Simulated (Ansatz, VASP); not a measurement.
One calculation of ZnAu, two programs

File INCAR:

```
PREC = Accurate ; ENCUT = 520
EDIFF = 1E-6 ; ISMEAR = -1
SIGMA = 0.05 ; LREAL = F
LASPH = T ; NELM = 80
ALGO = Normal ; ISIF = 2
LWAVE = F ; LCHARG = T
GGA = PS ; LELF = T
LVHAR = T ; NBANDS = 18
```

Contents of KPOINTS:

```
regular mesh
0
Gamma
  13 13 13
```

The input POSCAR:

```
ZnAu
1.0
    3.1784700000      0.0000000000      0.0000000000
    0.0000000000      3.1784700000      0.0000000000
    0.0000000000      0.0000000000      3.1470000000
Zn Au
1 1
Direct
    0.5000000000      0.5000000000      0.5000000000
    0.0000000000      0.0000000000      0.0000000000
```

Input for Ansatz:

```yaml
crystal:
  lattice:
    - [3.17847, 0.0, 0.0]
    - [0.0, 3.17847, 0.0]
    - [0.0, 0.0, 3.147]
  atoms:
    - { symbol: Zn, position: [0.5, 0.5, 0.5] }
    - { symbol: Au, position: [0.0, 0.0, 0.0] }
kpoints:
  mp_grid: { grid: [13, 13, 13] }
  band_path:
    path:
      - [0.0, 0.0, 0.0]
      - [0.0, 0.5, 0.0]
      - [0.5, 0.5, 0.0]
      - [0.0, 0.0, 0.0]
      - [0.0, 0.0, 0.5]
      - [0.0, 0.5, 0.5]
      - [0.5, 0.5, 0.5]
      - [0.0, 0.0, 0.5]
      - [0.0, 0.5, 0.0]
    npoints: 5
scf:
  occupations: { method: fermi_dirac, width: 0.05 }
hamiltonian:
  xc: pbesol
  pseudopotentials: { kind: all_electron, lapw: { basis_error: 0.0005 } }
output:
  forces: true
  stress: true
  eigenvalues: true
```

Change from the starting cell: equal xx and yy strain of +1 %.

Alike in both runs: task single point; functional PBEsol; k mesh 13 × 13 × 13; occupations fermi-dirac, width 0.05 eV; no spin polarisation.

|  | VASP | Ansatz |
| --- | --- | --- |
| version | VASP 6.6.1 | Ansatz 0.2.0 |
| potentials or method | VASP PAW PBE potentials, release 64 (Zn, Au), cutoff 520 eV | all-electron LAPW, scalar-relativistic |

|  | VASP | Ansatz | Ansatz less VASP |
| --- | --- | --- | --- |
| pressure (GPa) | -4.7 | -4.8 | -0.08 |
| traceless stress, the component that is largest in VASP (GPa) | -0.27 | -0.27 | +0.005 |

VASP's potentials were made for PBE, not for PBEsol. Ansatz ran all-electron here, and VASP with PAW potentials.

Neither program's run includes spin-orbit coupling.
